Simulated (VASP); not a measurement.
# ZnO (P6_3mc) in VASP: single point with PBE

Aim: the single point of ZnO with PBE.

Program: VASP 6.6.1. These are calculated values, not measurements. Logs are shortened: lines on timing, memory, paths and dates and some standing lists are left out, and cuts for length are marked.

## (1) The cell of the first run

The structure is hexagonal, space group P6_3mc (No. 186). Conventional cell: a = 3.279 Å, b = 3.279 Å, c = 5.293 Å, α = 90.00°, β = 90.00°, γ = 120.00°. Zn (site symmetry 3m) has 4 O at 2.00 to 2.01 Å within 2.6 Å. Within 2.6 Å of O (site symmetry 3m) lie 4 Zn at 2.00 to 2.01 Å.

## (2) Single point, PBE

Contents of INCAR:

```
SYSTEM = ZnO
PREC = Accurate ; ENCUT = 520
EDIFF = 1E-6 ; ISMEAR = 0
SIGMA = 0.02 ; LREAL = .FALSE.
LASPH = .TRUE. ; NELM = 80
ALGO = Normal ; ISIF = 2
LWAVE = .FALSE. ; LCHARG = .TRUE.
GGA = PE ; LELF = .TRUE.
LVHAR = .TRUE. ; NBANDS = 26
```

Contents of KPOINTS:

```
Automatic mesh
0
G
  9 9 6
  0 0 0
```

Contents of POSCAR:

```
ZnO
1.0
    3.2793874430      0.0000000000      0.0000000000
   -1.6396937215      2.8400328345      0.0000000000
    0.0000000000      0.0000000000      5.2931776513
Zn O
2 2
Direct
    0.6666666667      0.3333333333      0.5006021986
    0.3333333333      0.6666666667      0.0006021986
    0.6666666667      0.3333333333      0.8797078014
    0.3333333333      0.6666666667      0.3797078014
```

Potentials or basis: VASP PAW PBE potentials, release 64 (Zn, O).

Launch:

```
$ cat potpaw_PBE.64/Zn/POTCAR potpaw_PBE.64/O/POTCAR > POTCAR
$ mpirun -np 1 vasp_std > vasp.out
```

OUTCAR:

```text
SYSTEM = ZnO
   PREC = Accurate
   ENCUT = 520
   EDIFF = 1E-6
   ISMEAR = 0
   LREAL = .FALSE.
   LASPH = .TRUE.
   NELM = 80
   ISIF = 2
   GGA = PE

 ion  position               nearest neighbor table
   1  0.667  0.333  0.501-   4 2.00   4 2.00   4 2.00   3 2.01
   2  0.333  0.667  0.001-   3 2.00   3 2.00   3 2.00   4 2.01
   3  0.667  0.333  0.880-   2 2.00   2 2.00   2 2.00   1 2.01
   4  0.333  0.667  0.380-   1 2.00   1 2.00   1 2.00   2 2.01

  LATTYP: Found a hexagonal cell.
 ALAT       =     3.2793874430
 C/A-ratio  =     1.6140751111

  Lattice vectors:

 A1 = (   3.2793874430,   0.0000000000,   0.0000000000)
 A2 = (  -1.6396937215,   2.8400328345,   0.0000000000)
 A3 = (   0.0000000000,   0.0000000000,   5.2931776513)

Analysis of symmetry for initial positions (statically):
=====================================================================
 Subroutine PRICEL returns:
 Original cell was already a primitive cell.

 Routine SETGRP: Setting up the symmetry group for a
 hexagonal supercell.

 Subroutine GETGRP returns: Found 12 space group operations
 (whereof  6 operations were pure point group operations)
 out of a pool of 24 trial point group operations.

The static configuration has the point symmetry C_3v.
 The point group associated with its full space group is C_6v.

Analysis of symmetry for dynamics (positions and initial velocities):
=====================================================================
 Subroutine PRICEL returns:
 Original cell was already a primitive cell.

 Routine SETGRP: Setting up the symmetry group for a
 hexagonal supercell.

 Subroutine GETGRP returns: Found 12 space group operations
 (whereof  6 operations were pure point group operations)
 out of a pool of 24 trial point group operations.

The dynamic configuration has the point symmetry C_3v.
 The point group associated with its full space group is C_6v.

 Subroutine INISYM returns: Found 12 space group operations
 (whereof  6 operations are pure point group operations),
 and found     1 'primitive' translations

----------------------------------------------------------------------------------------

                                     Primitive cell

  volume of cell :      49.2984

  direct lattice vectors                    reciprocal lattice vectors
     3.279387443  0.000000000  0.000000000     0.304934997  0.176054303  0.000000000
    -1.639693722  2.840032835  0.000000000     0.000000000  0.352108605  0.000000000
     0.000000000  0.000000000  5.293177651     0.000000000  0.000000000  0.188922433

  length of vectors
     3.279387443  3.279387443  5.293177651     0.352108605  0.352108605  0.188922433

  position of ions in fractional coordinates (direct lattice)
     0.666666667  0.333333333  0.500602199
     0.333333333  0.666666667  0.000602199
     0.666666667  0.333333333  0.879707801
     0.333333333  0.666666667  0.379707801

  ion indices of the primitive-cell ions
   primitive index   ion index
                 1           1
                 2           2
                 3           3
                 4           4

----------------------------------------------------------------------------------------

 KPOINTS: Automatic mesh

Automatic generation of k-mesh.
 Grid dimensions read from file:
 generate k-points for:    9    9    6

 Generating k-lattice:

  Cartesian coordinates                     Fractional coordinates (reciprocal lattice)
     0.033881666  0.019561589  0.000000000     0.111111111  0.000000000  0.000000000
     0.000000000  0.039123178  0.000000000     0.000000000  0.111111111  0.000000000
     0.000000000  0.000000000  0.031487072     0.000000000  0.000000000  0.166666667

  Length of vectors
     0.039123178  0.039123178  0.031487072

  Shift w.r.t. Gamma in fractional coordinates (k-lattice)
     0.000000000  0.000000000  0.000000000

 Subroutine IBZKPT returns following result:
 ===========================================

 Found     48 irreducible k-points:

 Following reciprocal coordinates:
            Coordinates               Weight
  0.000000  0.000000  0.000000      1.000000
  0.111111  0.000000  0.000000      6.000000
  0.222222  0.000000  0.000000      6.000000
  0.333333  0.000000  0.000000      6.000000
  0.444444  0.000000  0.000000      6.000000
  0.111111  0.111111  0.000000      6.000000
[... 16 lines left out ...]
  0.333333  0.222222  0.166667     24.000000
  0.333333  0.333333  0.166667      4.000000
 [... further k-points ...]
   k-points           NKPTS =     48   k-points in BZ     NKDIM =     48   number of bands    NBANDS=     26
   number of dos      NEDOS =    301   number of ions     NIONS =      4
   total plane-waves  NPLWV =  23040
   dimension x,y,z NGX =    24 NGY =   24 NGZ =   40
   dimension x,y,z NGXF=    48 NGYF=   48 NGZF=   80
   ions per type =               2   2
   NGX,Y,Z   is equivalent  to a cutoff of  12.17, 12.17, 12.56 a.u.
   NGXF,Y,Z  is equivalent  to a cutoff of  24.33, 24.33, 25.13 a.u.
 SYSTEM =  ZnO
   PREC   = accura    normal or accurate (medium, high low for compatibility)
   ISTART =      0    job   : 0-new  1-cont  2-samecut
   ICHARG =      2    charge: 1-file 2-atom 10-const
   ISPIN  =      1    spin polarized calculation?
   LNONCOLLINEAR =      F non collinear calculations
   LSORBIT =      F    spin-orbit coupling
   LASPH  =      T    aspherical Exc in radial PAW
   ENCUT  =  520.0 eV  38.22 Ry    6.18 a.u.   6.10  6.10  9.84*2*pi/ulx,y,z
   NELM   =     80;   NELMIN=  2; NELMDL= -5     # of ELM steps
   EDIFF  = 0.1E-05   stopping-criterion for ELM
   LREAL  =      F    real-space projection
   EDIFFG = 0.1E-04   stopping-criterion for IOM
   NSW    =      0    number of steps for IOM
   IBRION =     -1    ionic relax: 0-MD 1-quasi-New 2-CG
   NFREE  =      0    steps in history (QN), initial steepest desc. (CG)
   ISIF   =      2    stress and relaxation
   ISYM   =      2    0-nonsym 1-usesym 2-fastsym
   POTIM  = 0.5000    time-step for ionic-motion
   TEBEG  =    0.0;   TEEND  =   0.0 temperature during run
   PSTRESS=    0.0 pullay stress
   NELECT =      36.0000    total number of electrons
   NUPDOWN=      -1.0000    fix difference up-down
   EMIN   =  10.00;   EMAX   =-10.00  energy-range for DOS
   EFERMI =   0.00;   METHOD = LEGACY
   ISMEAR =     0;   SIGMA  =   0.02  broadening in eV -4-tet -1-fermi 0-gaus
   EFERMI_NEDOS =   21; number of points for ismear=-14 and -15
   IALGO  =     38    algorithm
   IMIX   =      4    mixing-type and parameters
     AMIX     =   0.40;   BMIX     =  1.00
     AMIX_MAG =   1.60;   BMIX_MAG =  1.00
  volume/ion in A,a.u.               =      12.32        83.17
  Fermi-wavevector in a.u.,A,eV,Ry     =   1.474229  2.785888 29.570219  2.173350
  Thomas-Fermi vector in A             =   2.589025
   LORBIT       =      0    0 simple, 1 ext, 2 COOP (PROOUT), +10 PAW based schemes
   GGA     = PE    functional components
   LHFCALC =     F    Hartree Fock is set to
   AEXX    =    0.0000 exact exchange contribution
   IVDW    =     0    specifies the selected vdW correction
   LEPSILON=     F    determine dielectric tensor
   LRPA    =     F    only Hartree local field effects (RPA)
 non-spin polarized calculation
 Gauss-broadening in eV      SIGMA  =   0.02
  energy-cutoff  :      520.00
  volume of cell :       49.30
 maximum number of plane-waves:      1350
   NGX = 13   NGY = 13   NGZ = 19

 number of electron      36.0000039 magnetization

 Free energy of the ion-electron system (eV)
  ---------------------------------------------------
  ext. energy  EPLUGINS =         0.00000000
  ---------------------------------------------------
  free energy    TOTEN  =       -17.86079554 eV

  energy without entropy =      -17.86079554  energy(sigma->0) =      -17.86079554

 E-fermi :   1.0104     XC(G=0): -10.7259

 val. band max:        0.8961452110   @ k =   0.0000   0.0000   0.0000
 cond. band min:       1.6239624566   @ k =   0.0000   0.0000   0.0000
 fundamental gap:      0.7278172456
 Fermi energy:         1.0103782342

 k-point     1 :       0.0000    0.0000    0.0000
  band No.  band energies     occupation
      1     -16.9228      2.00000
      2     -16.2553      2.00000
      3      -4.6415      2.00000
      4      -4.6415      2.00000
      5      -4.6017      2.00000
      6      -4.4873      2.00000
[... 18 lines left out ...]
     25      14.8281      0.00000
     26      14.8281      0.00000

 k-point     2 :       0.1111    0.0000    0.0000
  band No.  band energies     occupation
      1     -16.8599      2.00000
      2     -16.2275      2.00000
      3      -4.7086      2.00000
      4      -4.6047      2.00000
      5      -4.5633      2.00000
      6      -4.4700      2.00000
[... 18 lines left out ...]
     25      14.8024      0.00000
     26      14.9575      0.00000

 k-point     3 :       0.2222    0.0000    0.0000
  band No.  band energies     occupation
      1     -16.6921      2.00000
      2     -16.1606      2.00000
      3      -4.8377      2.00000
      4      -4.5428      2.00000
      5      -4.5188      2.00000
      6      -4.4087      2.00000
[... 18 lines left out ...]
     25      14.2257      0.00000
     26      14.9251      0.00000

 k-point     4 :       0.3333    0.0000    0.0000
  band No.  band energies     occupation
      1     -16.4796      2.00000
      2     -16.0980      2.00000
      3      -4.9025      2.00000
      4      -4.5734      2.00000
      5      -4.4411      2.00000
      6      -4.2391      2.00000
[... 18 lines left out ...]
     25      14.1121      0.00000
     26      14.7515      0.00000

 k-point     5 :       0.4444    0.0000    0.0000
  band No.  band energies     occupation
      1     -16.3132      2.00000
      2     -16.0800      2.00000
      3      -4.8530      2.00000
      4      -4.6069      2.00000
      5      -4.4051      2.00000
      6      -4.0538      2.00000
[... 18 lines left out ...]
     25      13.9481      0.00000
     26      14.8517      0.00000

 k-point     6 :       0.1111    0.1111    0.0000
  band No.  band energies     occupation
      1     -16.7444      2.00000
      2     -16.1800      2.00000
      3      -4.7759      2.00000
      4      -4.5946      2.00000
      5      -4.5073      2.00000
      6      -4.4600      2.00000
[... 427 lines left out ...]
 k-point    21 :       0.4444    0.1111    0.1667
  band No.  band energies     occupation
      1     -16.2491      2.00000
      2     -16.0923      2.00000
      3      -4.8187      2.00000
      4      -4.6080      2.00000
      5      -4.4005      2.00000
      6      -4.0867      2.00000
[... 18 lines left out ...]
     25      13.5847      0.00000
     26      14.5499      0.00000

 k-point    22 :       0.2222    0.2222    0.1667
  band No.  band energies     occupation
      1     -16.3557      2.00000
      2     -16.0980      2.00000
      3      -4.7313      2.00000
      4      -4.6740      2.00000
      5      -4.3545      2.00000
      6      -4.2957      2.00000
[... 18 lines left out ...]
     25      12.6521      0.00000
     26      15.8297      0.00000

 k-point    23 :       0.3333    0.2222    0.1667
  band No.  band energies     occupation
      1     -16.2195      2.00000
      2     -16.0926      2.00000
      3      -4.6963      2.00000
      4      -4.4951      2.00000
      5      -4.3479      2.00000
      6      -4.1728      2.00000
[... 18 lines left out ...]
     25      13.4166      0.00000
     26      14.8331      0.00000

 k-point    24 :       0.3333    0.3333    0.1667
  band No.  band energies     occupation
      1     -16.1319      2.00000
      2     -16.1319      2.00000
      3      -4.6459      2.00000
      4      -4.3756      2.00000
      5      -4.3756      2.00000
      6      -4.0354      2.00000
[... 18 lines left out ...]
     25      14.1767      0.00000
     26      14.9457      0.00000

 [... further k-points ...]
[... 5 lines left out ...]
  --------------------------------------------------------------------------------------
  -------------------------------------------------------------------------------------
  Total        0.2818091      0.2818091      0.2799516      0.0000000     -0.0000000     -0.0000000
  in kB        9.1586820      9.1586820      9.0983154      0.0000000     -0.0000000     -0.0000000
  external PRESSURE =       9.1385598 kB  Pullay stress =       0.0000000 kB

 VOLUME and BASIS-vectors are now :
 -----------------------------------------------------------------------------
  energy-cutoff  :      520.00
  volume of cell :       49.30
      direct lattice vectors                 reciprocal lattice vectors
     3.279387443  0.000000000  0.000000000     0.304934997  0.176054303  0.000000000
    -1.639693722  2.840032835  0.000000000     0.000000000  0.352108605  0.000000000
     0.000000000  0.000000000  5.293177651     0.000000000  0.000000000  0.188922433

 POSITION                                       TOTAL-FORCE (eV/Angst)
 -----------------------------------------------------------------------------------
      1.63969      0.94668      2.64978        -0.000000      0.000000      0.001486
     -0.00000      1.89336      0.00319         0.000000      0.000000      0.001486
      1.63969      0.94668      4.65645        -0.000000      0.000000     -0.001486
     -0.00000      1.89336      2.00986         0.000000      0.000000     -0.001486
 -----------------------------------------------------------------------------------
    total drift:                               -0.000001     -0.000001     -0.001056

  FREE ENERGIE OF THE ION-ELECTRON SYSTEM (eV)
  ---------------------------------------------------
  free  energy   TOTEN  =       -17.8607955446 eV

  energy  without entropy=      -17.8607955446  energy(sigma->0) =      -17.86079554
```

It took 20 s on 1 thread of Intel Xeon 6975P-C (Granite Rapids), shared host; peak memory 0.18 GiB.

Results:

```yaml
Free_energy: -17.8608 eV
Pressure: 0.9 GPa
Band_gap_on_the_k_mesh: 0.73 eV, direct
```

Levels at points of the mesh, in eV from the valence-band top:
```tsv
k point	band 15	band 16	band 17	band 18	band 19	band 20	band 21	band 22
(0.00, 0.00, 0.00)	-0.75	-0.08	0.00	0.00	0.73	5.09	8.07	12.73
(0.00, 0.00, 0.50)	-0.37	-0.37	-0.37	-0.37	3.36	3.36	9.91	9.91
```
